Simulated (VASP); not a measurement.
Set up this calculation in VASP 6.6.1, as the native input.

- Task: relaxation of shape and atoms at fixed volume
- Functional: PBE
- Potentials or basis: VASP PAW PBE potentials, release 64 (Ir)
- Cutoff: 600 eV
- k mesh: 18 × 18 × 18
- Occupations: fermi-dirac, width 0.05 eV
- Spin: no spin polarisation
- Dipole correction: no
- Further INCAR settings: ALGO = Normal; EDIFF = 1e-07; IBRION = 2; EDIFFG = -0.005; NSW = 50; ISIF = 4

The structure of Ir lies in POSCAR:

```
Ir
1.0
   -2.2893264683      2.2893264683      1.2995746841
    2.2893264683     -2.2893264683      1.2995746841
    2.2893264683      2.2893264683     -1.2995746841
Ir
2
Direct
   -0.3750000000     -0.1250000000     -0.2500000000
    0.3750000000      0.1250000000      0.2500000000
```

These files were run (other wordings do the same):

INCAR

```
SYSTEM = Ir
ALGO = Normal
EDIFF = 1E-7
EDIFFG = -0.005
ENCUT = 600
GGA = PE
IBRION = 2
ISIF = 4
ISMEAR = -1
LASPH = .TRUE.
LCHARG = .FALSE.
LREAL = .FALSE.
LWAVE = .FALSE.
NELM = 100
NSW = 50
PREC = Accurate
SIGMA = 0.05
```

KPOINTS

```
k-points
0
G
  18 18 18
  0 0 0
```

Potentials or basis: VASP PAW PBE potentials, release 64 (Ir).

Launch:

```bash
$ cat potpaw_PBE.64/Ir/POTCAR > POTCAR
$ mpirun -np 1 vasp_std > vasp.out
```

It gave:

- Energy gained by relaxing: 6.0 meV/atom
- Ionic steps: 4
- Pressure after relaxing: 73.7 GPa
- Band gap on the k mesh: zero (band 9 reaches 13.06 eV, above the bottom of band 10 at 9.50 eV)

Caveat: spin-orbit coupling is left out, which moves the levels of the heavy elements.

Wall time 9.9 min on 1 thread of Oxide Virtual Turin-like Processor, with other jobs on the host, peak memory 0.29 GiB.
